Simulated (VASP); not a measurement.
Write the native input for VASP 6.6.1 that does the following.

```
Task                   : relaxation of the atoms
Functional             : PBE
Potentials or basis    : VASP PAW PBE potentials, release 64 (V_sv, N)
Cutoff                 : 520 eV
k mesh                 : 19 × 19 × 19
Occupations            : fermi-dirac, width 0.05 eV
Spin                   : collinear spin, ferromagnetic start
Starting moments       : [2.0, 0.0] μB
Dipole correction      : no
Further INCAR settings : ALGO = Normal; EDIFF = 1e-07; IBRION = 2; EDIFFG = -0.02; NSW = 80
```

The structure of VN lies in POSCAR:

```
VN
1.0
    0.0000000000      2.0501472336      2.0501472336
    2.0501472336      0.0000000000      2.0501472336
    2.0501472336      2.0501472336      0.0000000000
V N
1 1
Direct
    0.0000000000      0.0000000000      0.0000000000
    0.5000000000      0.5000000000      0.5000000000
```

These files were run (other wordings do the same):

INCAR

```
SYSTEM = VN
ALGO = Normal
EDIFF = 1E-7
EDIFFG = -0.02
ENCUT = 520
GGA = PE
GGA_COMPAT = .False.
IBRION = 2
ISIF = 2
ISMEAR = -1
ISPIN = 2
KPAR = 4
LASPH = .True.
LCHARG = .False.
LMAXMIX = 4
LORBIT = 11
LREAL = .False.
LWAVE = .False.
MAGMOM = 2 0
NELM = 200
NELMIN = 4
NSW = 80
PREC = Accurate
SIGMA = 0.05
```

KPOINTS

```
k-points
0
Gamma
  19 19 19
  0 0 0
```

Potentials or basis: VASP PAW PBE potentials, release 64 (V_sv, N).

The run is started by

```sh
$ cat potpaw_PBE.64/V_sv/POTCAR potpaw_PBE.64/N/POTCAR > POTCAR
$ mpirun -np 4 vasp_std > vasp.out
```

Results of the run:

The pressure after relaxing is 4.7 GPa. The band gap on the k mesh is zero (filled and empty bands overlap). The net moment is 0.00 μB per cell. The valence electrons inside the program's atomic spheres are V 11.70; N 3.77.

Caveat: the relaxation stopped at its first step, so nothing moved; the moments typed at the start vanished in this run.

Wall time 31 s on 4 MPI ranks on Intel(R) Xeon(R) Platinum 8259CL CPU @ 2.50GHz (Skylake/Cascade Lake), with other jobs on the host, peak memory 0.21 GiB a rank.
